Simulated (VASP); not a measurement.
Input of a VASP 6.6.1 run:

The input INCAR:

```
PREC = Accurate
ENCUT = 600
EDIFF = 1E-6
ISMEAR = 0
SIGMA = 0.02
LREAL = False
LASPH = True
NELM = 120
ALGO = Normal
ISIF = 2
LWAVE = False
LCHARG = False
GGA = PE
NBANDS = 66
GGA_COMPAT = False
```

Contents of KPOINTS:

```
Automatic mesh
0
Gamma
  6 6 6
```

POSCAR

```
InGa2N3
1.0
    5.1106927566     -2.9480036176      0.0000000000
    5.1106927566      2.9480036176      0.0000000000
    0.0000000000      0.0000000000      5.3332832811
In Ga N
2 4 6
Direct
    0.3253743399      0.6746256601      0.9897954405
    0.6746256601      0.3253743399      0.4897954405
    0.0070223916      0.3338071181      0.9925887730
    0.6661928819      0.9929776084      0.9925887730
    0.9929776084      0.6661928819      0.4925887730
    0.3338071181      0.0070223916      0.4925887730
    0.0264035205      0.3337100344      0.3590241571
    0.6662899656      0.9735964795      0.3590241571
    0.9735964795      0.6662899656      0.8590241571
    0.3337100344      0.0264035205      0.8590241571
    0.3077705035      0.6922294965      0.3949796994
    0.6922294965      0.3077705035      0.8949796994
```

Potentials or basis: VASP PAW PBE potentials, release 64 (In_d, Ga_d, N).

Command:

```sh
$ cat potpaw_PBE.64/In_d/POTCAR potpaw_PBE.64/Ga_d/POTCAR potpaw_PBE.64/N/POTCAR > POTCAR
$ mpirun -np 1 vasp_std > vasp.out
```

Predict the pressure.

-3.8 GPa.

What does it give for the band gap on the k mesh?

0.74 eV.

Stress tensor (GPa, compression positive):
```
-6.81  0.00  0.00
 0.00 -6.75  0.00
 0.00  0.00  2.10
```

Caveat: the cell differs from its parent crystal (biaxial strain in the a-b plane: +2.0 %); the stress differs along the axes, from -7 to 2 GPa; semilocal functionals underestimate gaps, and a narrow one can read as zero; spin-orbit coupling is left out, which moves the levels of the heavy elements.
